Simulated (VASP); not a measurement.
Runs of VASP 6.6.1 on Nb. The structure is that of space group Pm-3m (No. 221), or close to it. The cells are those of the table. 

| task | cell | k mesh | cutoff (eV) | gap on the mesh (eV) | pressure (GPa) |
| --- | --- | --- | --- | --- | --- |
| single point | a = 2.762 Å, 1 atom | 19 × 19 × 19 | 520 | none | 0.0 |
| single point | a = 2.868 Å, 1 atom | 13 × 13 × 13 | 520 | none | (b) |
| single point | a = 2.762 Å, 1 atom | 13 × 13 × 13 | 520 | none | -0.3 |
| single point | a = 2.647 Å, 1 atom | 13 × 13 × 13 | 520 | none | (a) |
| relaxation of cell and atoms | relaxed from a = 2.688 Å, 1 atom | 12 × 12 × 12 | 600 | none | 0.0 |
| single point | a = 2.834 Å, 1 atom | 13 × 13 × 13 | 520 | none | -8.0 |
| single point | a = 2.686 Å, 1 atom | 13 × 13 × 13 | 520 | none | 11.3 |
| single point | a = 2.725 Å, 1 atom | 13 × 13 × 13 | 520 | none | 4.9 |
| single point | a = 2.762 Å, 1 atom | 12 × 12 × 12 | 520 | none | 0.0 |
| single point | a = 2.798 Å, 1 atom | 13 × 13 × 13 | 520 | none | -4.5 |

Alike in all rows: level BLYP; potentials or basis VASP PAW PBE potentials, release 64 (Nb_sv); no spin polarisation; smearing fermi-dirac 0.1 eV.

Task: Estimate the missing entries.

Result: (a) 19.1; (b) -10.7.

Caveats: the PAW data sets were made with another functional, which shifts forces and pressure a little.

A k mesh can miss the band edges, and the runs leave out spin-orbit coupling on Nb.

A gap of «none» marks levels without a gap at the run's occupations.
